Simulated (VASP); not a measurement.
# SiO2 (P4_2/mnm) in VASP: a series of runs

The runs below take SiO2 through single point, with LDA.

Everything below comes from runs of VASP 6.6.1. Logs are shortened: lines on timing, memory, paths and dates and some standing lists are left out, and cuts for length are marked.

### 1 The cell of the first run

The structure is tetragonal, space group P4_2/mnm (No. 136). The conventional cell has a = 4.055 Å, b = 4.055 Å, c = 2.661 Å, α = 90.00°, β = 90.00°, γ = 90.00°. Si (site symmetry mmm) has 6 O at 1.74 to 1.75 Å within 2.3 Å. O (site symmetry m2m) has 3 Si at 1.74 to 1.75 Å and 1 O at 2.23 Å within 2.3 Å.

### 2 Single point, LDA

Contents of INCAR:

```
SYSTEM = SiO2
PREC     = Accurate       ! precision mode
ENCUT    = 520            ! plane-wave cutoff, eV
EDIFF    = 1E-7           ! SCF threshold, eV
ISMEAR   = 0              ! smearing method
SIGMA    = 0.05           ! smearing width, eV
LREAL    = .FALSE.        ! projectors in reciprocal space
LASPH    = .TRUE.         ! aspherical terms in the spheres
NELM     = 80             ! most SCF steps
ALGO     = Normal         ! electronic algorithm
ISIF     = 2              ! what is computed and relaxed
LWAVE    = .FALSE.        ! write WAVECAR
LCHARG   = .FALSE.        ! write CHGCAR
GGA      = CA             ! functional
NBANDS   = 25             ! bands
```

Contents of KPOINTS:

```
regular mesh
0
G
  6 6 8
  0 0 0
```

Contents of POSCAR:

```
SiO2
1.0
    4.0554000000      0.0000000000      0.0000000000
    0.0000000000      4.0554000000      0.0000000000
    0.0000000000      0.0000000000      2.6613102772
Si O
2 4
Direct
    0.5000000000      0.5000000000      0.5000000000
    0.0000000000      0.0000000000      0.0000000000
    0.6944252994      0.6944252994      0.0000000000
    0.1944252994      0.8055747006      0.5000000000
    0.3055747006      0.3055747006      0.0000000000
    0.8055747006      0.1944252994      0.5000000000
```

Potentials or basis: VASP PAW LDA potentials, release 64 (Si, O).

Launch:

```bash
$ cat potpaw_LDA.64/Si/POTCAR potpaw_LDA.64/O/POTCAR > POTCAR
$ mpirun -np 1 vasp_std > vasp.out
```

OUTCAR:

```text
SYSTEM = SiO2
   PREC = Accurate
   ENCUT = 520
   EDIFF = 1E-7
   ISMEAR = 0
   LREAL = .FALSE.
   LASPH = .TRUE.
   NELM = 80
   ISIF = 2
   GGA = CA

 ion  position               nearest neighbor table
   1  0.500  0.500  0.500-   3 1.74   5 1.74   3 1.74   5 1.74   4 1.75   6 1.75
   2  0.000  0.000  0.000-   4 1.74   6 1.74   4 1.74   6 1.74   5 1.75   3 1.75
   3  0.694  0.694  0.000-   1 1.74   1 1.74   2 1.75
   4  0.194  0.806  0.500-   2 1.74   2 1.74   1 1.75
   5  0.306  0.306  0.000-   1 1.74   1 1.74   2 1.75
   6  0.806  0.194  0.500-   2 1.74   2 1.74   1 1.75

  LATTYP: Found a simple tetragonal cell.
 ALAT       =     4.0554000000
 C/A-ratio  =     0.6562386638

  Lattice vectors:

 A1 = (   4.0554000000,   0.0000000000,   0.0000000000)
 A2 = (   0.0000000000,   4.0554000000,   0.0000000000)
 A3 = (   0.0000000000,   0.0000000000,   2.6613102772)

Analysis of symmetry for initial positions (statically):
=====================================================================
 Subroutine PRICEL returns:
 Original cell was already a primitive cell.

 Routine SETGRP: Setting up the symmetry group for a
 simple tetragonal supercell.

 Subroutine GETGRP returns: Found 16 space group operations
 (whereof  8 operations were pure point group operations)
 out of a pool of 16 trial point group operations.

The static configuration has the point symmetry D_2h.
 The point group associated with its full space group is D_4h.

Analysis of symmetry for dynamics (positions and initial velocities):
=====================================================================
 Subroutine PRICEL returns:
 Original cell was already a primitive cell.

 Routine SETGRP: Setting up the symmetry group for a
 simple tetragonal supercell.

 Subroutine GETGRP returns: Found 16 space group operations
 (whereof  8 operations were pure point group operations)
 out of a pool of 16 trial point group operations.

The dynamic configuration has the point symmetry D_2h.
 The point group associated with its full space group is D_4h.

 Subroutine INISYM returns: Found 16 space group operations
 (whereof  8 operations are pure point group operations),
 and found     1 'primitive' translations

----------------------------------------------------------------------------------------

                                     Primitive cell

  volume of cell :      43.7686

  direct lattice vectors                    reciprocal lattice vectors
     4.055400000  0.000000000  0.000000000     0.246584801  0.000000000  0.000000000
     0.000000000  4.055400000  0.000000000     0.000000000  0.246584801  0.000000000
     0.000000000  0.000000000  2.661310277     0.000000000  0.000000000  0.375754758

  length of vectors
     4.055400000  4.055400000  2.661310277     0.246584801  0.246584801  0.375754758

  position of ions in fractional coordinates (direct lattice)
     0.500000000  0.500000000  0.500000000
     0.000000000  0.000000000  0.000000000
     0.694425299  0.694425299  0.000000000
     0.194425299  0.805574701  0.500000000
     0.305574701  0.305574701  0.000000000
     0.805574701  0.194425299  0.500000000

  ion indices of the primitive-cell ions
   primitive index   ion index
                 1           1
                 2           2
                 3           3
                 4           4
                 5           5
                 6           6

----------------------------------------------------------------------------------------

 KPOINTS: regular mesh

Automatic generation of k-mesh.
 Grid dimensions read from file:
 generate k-points for:    6    6    8

 Generating k-lattice:

  Cartesian coordinates                     Fractional coordinates (reciprocal lattice)
     0.041097467  0.000000000  0.000000000     0.166666667  0.000000000  0.000000000
     0.000000000  0.041097467  0.000000000     0.000000000  0.166666667  0.000000000
     0.000000000  0.000000000  0.046969345     0.000000000  0.000000000  0.125000000

  Length of vectors
     0.041097467  0.041097467  0.046969345

  Shift w.r.t. Gamma in fractional coordinates (k-lattice)
     0.000000000  0.000000000  0.000000000

 Subroutine IBZKPT returns following result:
 ===========================================

 Found     50 irreducible k-points:

 Following reciprocal coordinates:
            Coordinates               Weight
  0.000000  0.000000  0.000000      1.000000
  0.166667  0.000000  0.000000      4.000000
  0.333333  0.000000  0.000000      4.000000
  0.500000  0.000000  0.000000      2.000000
  0.166667  0.166667  0.000000      4.000000
  0.333333  0.166667  0.000000      8.000000
[... 16 lines left out ...]
  0.333333  0.000000  0.250000      8.000000
  0.500000  0.000000  0.250000      4.000000
 [... further k-points ...]
   k-points           NKPTS =     50   k-points in BZ     NKDIM =     50   number of bands    NBANDS=     25
   number of dos      NEDOS =    301   number of ions     NIONS =      6
   total plane-waves  NPLWV =  18000
   dimension x,y,z NGX =    30 NGY =   30 NGZ =   20
   dimension x,y,z NGXF=    60 NGYF=   60 NGZF=   40
   ions per type =               2   4
   NGX,Y,Z   is equivalent  to a cutoff of  12.30, 12.30, 12.49 a.u.
   NGXF,Y,Z  is equivalent  to a cutoff of  24.60, 24.60, 24.99 a.u.
 SYSTEM =  SiO2
   PREC   = accura    normal or accurate (medium, high low for compatibility)
   ISTART =      0    job   : 0-new  1-cont  2-samecut
   ICHARG =      2    charge: 1-file 2-atom 10-const
   ISPIN  =      1    spin polarized calculation?
   LNONCOLLINEAR =      F non collinear calculations
   LSORBIT =      F    spin-orbit coupling
   LASPH  =      T    aspherical Exc in radial PAW
   ENCUT  =  520.0 eV  38.22 Ry    6.18 a.u.   7.54  7.54  4.95*2*pi/ulx,y,z
   NELM   =     80;   NELMIN=  2; NELMDL= -5     # of ELM steps
   EDIFF  = 0.1E-06   stopping-criterion for ELM
   LREAL  =      F    real-space projection
   EDIFFG = 0.1E-05   stopping-criterion for IOM
   NSW    =      0    number of steps for IOM
   IBRION =     -1    ionic relax: 0-MD 1-quasi-New 2-CG
   NFREE  =      0    steps in history (QN), initial steepest desc. (CG)
   ISIF   =      2    stress and relaxation
   ISYM   =      2    0-nonsym 1-usesym 2-fastsym
   POTIM  = 0.5000    time-step for ionic-motion
   TEBEG  =    0.0;   TEEND  =   0.0 temperature during run
   PSTRESS=    0.0 pullay stress
   NELECT =      32.0000    total number of electrons
   NUPDOWN=      -1.0000    fix difference up-down
   EMIN   =  10.00;   EMAX   =-10.00  energy-range for DOS
   EFERMI =   0.00;   METHOD = LEGACY
   ISMEAR =     0;   SIGMA  =   0.05  broadening in eV -4-tet -1-fermi 0-gaus
   EFERMI_NEDOS =   21; number of points for ismear=-14 and -15
   IALGO  =     38    algorithm
   IMIX   =      4    mixing-type and parameters
     AMIX     =   0.40;   BMIX     =  1.00
     AMIX_MAG =   1.60;   BMIX_MAG =  1.00
  volume/ion in A,a.u.               =       7.29        49.23
  Fermi-wavevector in a.u.,A,eV,Ry     =   1.474814  2.786994 29.593702  2.175076
  Thomas-Fermi vector in A             =   2.589539
   LORBIT       =      0    0 simple, 1 ext, 2 COOP (PROOUT), +10 PAW based schemes
   GGA     = CA    functional components
   LHFCALC =     F    Hartree Fock is set to
   AEXX    =    0.0000 exact exchange contribution
   IVDW    =     0    specifies the selected vdW correction
   LEPSILON=     F    determine dielectric tensor
   LRPA    =     F    only Hartree local field effects (RPA)
 non-spin polarized calculation
 Gauss-broadening in eV      SIGMA  =   0.05
  energy-cutoff  :      520.00
  volume of cell :       43.77
 maximum number of plane-waves:      1204
   NGX = 15   NGY = 15   NGZ =  9

 number of electron      32.0000000 magnetization

 Free energy of the ion-electron system (eV)
  ---------------------------------------------------
  ext. energy  EPLUGINS =         0.00000000
  ---------------------------------------------------
  free energy    TOTEN  =       -51.82125726 eV

  energy without entropy =      -51.82125726  energy(sigma->0) =      -51.82125726

 E-fermi :   9.3099     XC(G=0): -13.0603

 val. band max:        9.0222237848   @ k =   0.0000   0.0000   0.0000
 cond. band min:      15.2551775281   @ k =   0.0000   0.0000   0.0000
 fundamental gap:      6.2329537433
 Fermi energy:         9.3099101202

 k-point     1 :       0.0000    0.0000    0.0000
  band No.  band energies     occupation
      1     -14.0487      2.00000
      2      -9.9086      2.00000
      3      -9.9086      2.00000
      4      -9.5810      2.00000
      5      -2.2920      2.00000
      6       2.0827      2.00000
[... 17 lines left out ...]
     24      24.2497      0.00000
     25      25.1800      0.00000

 k-point     2 :       0.1667    0.0000    0.0000
  band No.  band energies     occupation
      1     -13.8859      2.00000
      2     -10.6673      2.00000
      3      -9.8222      2.00000
      4      -9.1821      2.00000
      5      -2.1012      2.00000
      6       1.4849      2.00000
[... 17 lines left out ...]
     24      23.5088      0.00000
     25      25.0295      0.00000

 k-point     3 :       0.3333    0.0000    0.0000
  band No.  band energies     occupation
      1     -13.4084      2.00000
      2     -11.6945      2.00000
      3      -9.5882      2.00000
      4      -9.0871      2.00000
      5      -1.5719      2.00000
      6       0.2992      2.00000
[... 17 lines left out ...]
     24      23.4892      0.00000
     25      23.8675      0.00000

 k-point     4 :       0.5000    0.0000    0.0000
  band No.  band energies     occupation
      1     -12.6532      2.00000
      2     -12.6532      2.00000
      3      -9.2911      2.00000
      4      -9.2911      2.00000
      5      -0.7572      2.00000
      6      -0.7572      2.00000
[... 17 lines left out ...]
     24      22.4924      0.00000
     25      24.2633      0.00000
[... 477 lines left out ...]
 k-point    22 :       0.1667    0.0000    0.2500
  band No.  band energies     occupation
      1     -13.0512      2.00000
      2     -10.2692      2.00000
      3      -9.4600      2.00000
      4      -9.2219      2.00000
      5      -1.8105      2.00000
      6       1.2081      2.00000
[... 17 lines left out ...]
     24      23.1531      0.00000
     25      23.2170      0.00000

 k-point    23 :       0.3333    0.0000    0.2500
  band No.  band energies     occupation
      1     -12.6144      2.00000
      2     -11.1047      2.00000
      3      -9.3281      2.00000
      4      -9.1170      2.00000
      5      -1.0454      2.00000
      6       0.6682      2.00000
[... 17 lines left out ...]
     24      21.8865      0.00000
     25      22.8733      0.00000

 k-point    24 :       0.5000    0.0000    0.2500
  band No.  band energies     occupation
      1     -11.9359      2.00000
      2     -11.9359      2.00000
      3      -9.1831      2.00000
      4      -9.1831      2.00000
      5      -0.1302      2.00000
      6      -0.1302      2.00000
[... 17 lines left out ...]
     24      21.7782      0.00000
     25      22.8638      0.00000

 [... further k-points ...]
[... 5 lines left out ...]
  --------------------------------------------------------------------------------------
  -------------------------------------------------------------------------------------
  Total        5.7690664      5.7690664      3.4899039      0.0000000      0.0000000      0.0000000
  in kB      211.1802071    211.1802071    127.7500691      0.0000000      0.0000000      0.0000000
  external PRESSURE =     183.3701611 kB  Pullay stress =       0.0000000 kB

 VOLUME and BASIS-vectors are now :
 -----------------------------------------------------------------------------
  energy-cutoff  :      520.00
  volume of cell :       43.77
      direct lattice vectors                 reciprocal lattice vectors
     4.055400000  0.000000000  0.000000000     0.246584801  0.000000000  0.000000000
     0.000000000  4.055400000  0.000000000     0.000000000  0.246584801  0.000000000
     0.000000000  0.000000000  2.661310277     0.000000000  0.000000000  0.375754758

 POSITION                                       TOTAL-FORCE (eV/Angst)
 -----------------------------------------------------------------------------------
      2.02770      2.02770      1.33066        -0.000000      0.000000     -0.000000
      0.00000      0.00000      0.00000        -0.000000      0.000000     -0.000000
      2.81617      2.81617      0.00000         0.311575      0.311575     -0.000000
      0.78847      3.26693      1.33066         0.311575     -0.311575      0.000000
      1.23923      1.23923      0.00000        -0.311575     -0.311575      0.000000
      3.26693      0.78847      1.33066        -0.311575      0.311575     -0.000000
 -----------------------------------------------------------------------------------
    total drift:                               -0.000000      0.000000      0.000000

  FREE ENERGIE OF THE ION-ELECTRON SYSTEM (eV)
  ---------------------------------------------------
  free  energy   TOTEN  =       -51.8212572558 eV

  energy  without entropy=      -51.8212572558  energy(sigma->0) =      -51.82125726
```

Run time: 86 s. Hardware: 1 thread of AMD EPYC 7R13, shared host; peak memory 0.13 GiB.

Results:

```
Free energy            : -51.8213 eV
Pressure               : 18.3 GPa
Largest force          : 0.441 eV/Å
Band gap on the k mesh : 6.23 eV
```

Forces in eV/Å, atoms in the order of the input:
```
Si   0.000  0.000  0.000
Si   0.000  0.000  0.000
O    0.312  0.312  0.000
O    0.312 -0.312  0.000
O   -0.312 -0.312  0.000
O   -0.312  0.312  0.000
```

Stress tensor (GPa, compression positive):
```
21.12  0.00  0.00
 0.00 21.12  0.00
 0.00  0.00 12.78
```

Caveat: the cell stands under pressure.

### 3 Single point, LDA

This run uses another cell than the first one, of the same volume but with other edges.

Contents of INCAR:

```
PREC = Accurate
ENCUT = 520
EDIFF = 1E-6
ISMEAR = 0
SIGMA = 0.05
LREAL = F
LASPH = T
NELM = 80
ALGO = Normal
ISIF = 2
LWAVE = F
LCHARG = T
GGA = CA
LELF = T
LVHAR = T
NBANDS = 25
```

Contents of KPOINTS:

```
Automatic mesh
0
Gamma
  6 6 8
```

POSCAR: that of step 2 with these lines changed.

```diff
@@ -2,5 +2,5 @@
 1.0
-    4.0554000000      0.0000000000      0.0000000000
-    0.0000000000      4.0554000000      0.0000000000
-    0.0000000000      0.0000000000      2.6613102772
+    4.1551517022      0.0000000000      0.0000000000
+    0.0000000000      4.1551517022      0.0000000000
+    0.0000000000      0.0000000000      2.5336000000
 Si O
```

Potentials or basis: VASP PAW LDA potentials, release 64 (Si, O).

Launch:

```bash
$ cat potpaw_LDA.64/Si/POTCAR potpaw_LDA.64/O/POTCAR > POTCAR
$ mpirun -np 1 vasp_std > vasp.out
```

Wall time 78 s (1 thread of AMD EPYC 7R13, shared host); peak memory 0.13 GiB.

It converged, with:

| Property | Result |
| --- | --- |
| Free energy | -51.6588 eV |
| Pressure | 22.8 GPa |
| Largest force | 0.221 eV/Å |
| Band gap on the k mesh | 6.88 eV |

Forces in eV/Å, atoms in the order of the input:
```
Si   0.000  0.000  0.000
Si   0.000  0.000  0.000
O    0.156  0.156  0.000
O    0.156 -0.156  0.000
O   -0.156 -0.156  0.000
O   -0.156  0.156  0.000
```

Stress tensor (GPa, compression positive):
```
11.66  0.00  0.00
 0.00 11.66  0.00
 0.00  0.00 44.95
```

Levels at points of the mesh, in eV from the valence-band top:
```
           k point  band 13  band 14  band 15  band 16  band 17  band 18  band 19  band 20
(0.00, 0.00, 0.00)    -2.33    -0.98    -0.98     0.00     6.88     7.45     9.54     9.54
(0.50, 0.00, 0.00)    -2.60    -2.60    -1.19    -1.19     8.91     8.91     9.93     9.93
(0.50, 0.50, 0.00)    -2.74    -2.74    -2.68    -2.68     8.47     8.47    10.95    10.95
(0.00, 0.00, 0.50)    -3.30    -3.30    -2.95    -2.95     9.64     9.64    12.90    12.90
(0.50, 0.00, 0.50)    -2.55    -2.55    -1.94    -1.94     9.10     9.10     9.99     9.99
(0.50, 0.50, 0.50)    -2.00    -2.00    -1.71    -1.71     7.63     7.63    11.09    11.09
```

Caveat: the cell stands under pressure. A k mesh can miss the band edges.

(Part 1 of 2 ends here.)
